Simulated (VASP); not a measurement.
A run of VASP 6.6.1:

Contents of INCAR:

```
  ALGO = Normal
  EDIFF = 1E-7
  ENCUT = 520
  GGA = CA
  ISIF = 2
  ISMEAR = 0
  ISPIN = 2
  LASPH = T
  LCHARG = T
  LELF = T
  LMAXMIX = 4
  LORBIT = 11
  LREAL = F
  LVHAR = T
  LWAVE = F
  MAGMOM = 0 1.5
  NBANDS = 19
  NELM = 150
  PREC = Accurate
  SIGMA = 0.1
```

Contents of KPOINTS:

```
k-points
0
Gamma
  8 8 8
```

The input POSCAR:

```
LiV
1.0
    2.8901663474      0.0000000000      0.0000000000
    0.0000000000      2.8901663474      0.0000000000
    0.0000000000      0.0000000000      2.8901663474
Li V
1 1
Direct
    0.0000000000      0.0000000000      0.0000000000
    0.5000000000      0.5000000000      0.5000000000
```

Potentials or basis: VASP PAW LDA potentials, release 64 (Li_sv, V_sv).

Run with:

```sh
$ cat potpaw_LDA.64/Li_sv/POTCAR potpaw_LDA.64/V_sv/POTCAR > POTCAR
$ mpirun -np 1 vasp_std > vasp.out
```

Hardware: 1 thread of Intel(R) Xeon(R) Platinum 8488C (Sapphire Rapids), with other jobs on the host.

**Question.** Estimate the wall time of this run.

**Answer.** Wall time 19 s on 1 thread of Intel(R) Xeon(R) Platinum 8488C (Sapphire Rapids) (shared host), peak memory 0.15 GiB. Counts: scf iterations 14, k points 35.
